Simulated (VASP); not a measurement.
The system is Os.

```
Os
1.0
     2.75593    0.00000    0.00000
    -1.37796    2.38670    0.00000
     0.00000    0.00000    4.34265
Os
2
Direct
  0.33333 0.66667 0.25000
  0.66667 0.33333 0.75000
```

Base run:

- Program: VASP 6.6.1
- Functional: PBE
- Potentials or basis: VASP PAW PBE potentials, release 64 (Os)
- Cutoff: 520 eV
- k mesh: 8 × 8 × 5
- Occupations: fermi-dirac, width 0.1 eV
- Spin: no spin polarisation

Its results: band gap on the k mesh zero (band 8 reaches 11.10 eV, above the bottom of band 9 at 7.51 eV); pressure -0.7 GPa.

Problem. The run is repeated on the same cell with these changes: k mesh from 8 × 8 × 5 to 3 × 3 × 2. What comes out?

Solution. Band gap on the k mesh zero (band 8 reaches 10.57 eV, above the bottom of band 9 at 7.59 eV); pressure 9.0 GPa.

Caveats: some runs use coarse meshes; spin-orbit coupling is left out, which moves the levels of the heavy elements.
